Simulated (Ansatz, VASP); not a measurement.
## OsSe: VASP beside Ansatz

Contents of INCAR:

```
PREC     = Accurate       # precision mode
ENCUT    = 520            # plane-wave cutoff, eV
EDIFF    = 1E-7           # SCF threshold, eV
ISMEAR   = 0              # smearing method
SIGMA    = 0.05           # smearing width, eV
LREAL    = F              # projectors in reciprocal space
LASPH    = T              # aspherical terms in the spheres
NELM     = 150            # most SCF steps
ALGO     = Normal         # electronic algorithm
ISIF     = 2              # what is computed and relaxed
LWAVE    = F              # write WAVECAR
LCHARG   = T              # write CHGCAR
ISPIN    = 2              # spin polarisation
MAGMOM   = 0.05 0         # initial moments
LORBIT   = 11             # projections on sites
LMAXMIX  = 4              # l up to which the mixer works
GGA      = PS             # functional
LELF     = T              # ELF
LVHAR    = T            
NBANDS   = 18             # bands
```

File KPOINTS:

```
regular mesh
0
Gamma
  10 10 10
```

The input POSCAR:

```
OsSe
1.0
    0.0000000000      2.7036598915      2.7036598915
    2.7036598915      0.0000000000      2.7036598915
    2.7036598915      2.7036598915      0.0000000000
Os Se
1 1
Direct
    0.0000000000      0.0000000000      0.0000000000
    0.2500000000      0.2500000000      0.2500000000
```

Input for Ansatz:

```yaml
crystal:
  lattice:
    - [0.0, 2.7036598915, 2.7036598915]
    - [2.7036598915, 0.0, 2.7036598915]
    - [2.7036598915, 2.7036598915, 0.0]
  atoms:
    - { symbol: Os, position: [0.0, 0.0, 0.0], spin: 0.05 }
    - { symbol: Se, position: [0.25, 0.25, 0.25] }
basis:
  ecutwfc: 420
  ecutrho_ratio: 4
kpoints:
  mp_grid: { grid: [10, 10, 10] }
hamiltonian:
  xc: pbesol
scf:
  occupations: { method: gaussian, width: 0.05 }
output:
  forces: true
  stress: true
  eigenvalues: true
  populations: true
magnetization:
  spin_polarized: true
```

Alike in both runs: task single point; functional PBEsol; k mesh 10 × 10 × 10; occupations gaussian, width 0.05 eV; collinear spin.

|  | VASP | Ansatz |
| --- | --- | --- |
| version | VASP 6.6.1 | Ansatz 0.2.0 |
| potentials or method | VASP PAW PBE potentials, release 64 (Os, Se), cutoff 520 eV | scalar-relativistic, plane waves, PAW |
| valence electrons in the cell | 14 | 32 |

|  | VASP | Ansatz | Ansatz less VASP |
| --- | --- | --- | --- |
| gap on the k mesh at the Fermi level (eV) | none | none | - |
| pressure (GPa) | 4.6 | 3.5 | -1.08 |
| net moment per atom (μB) | 0.00 | 0.00 | -0.001 |

VASP's potentials were made for PBE, not for PBEsol. A gap of «none» marks a metal or a gap that the smearing closes. VASP's potentials hold 14 valence electrons a cell and Ansatz's 32, so a difference there can come from the potentials and not from the codes. Ansatz's warnings: seeded moment not kept.

Spin-orbit coupling is off throughout.
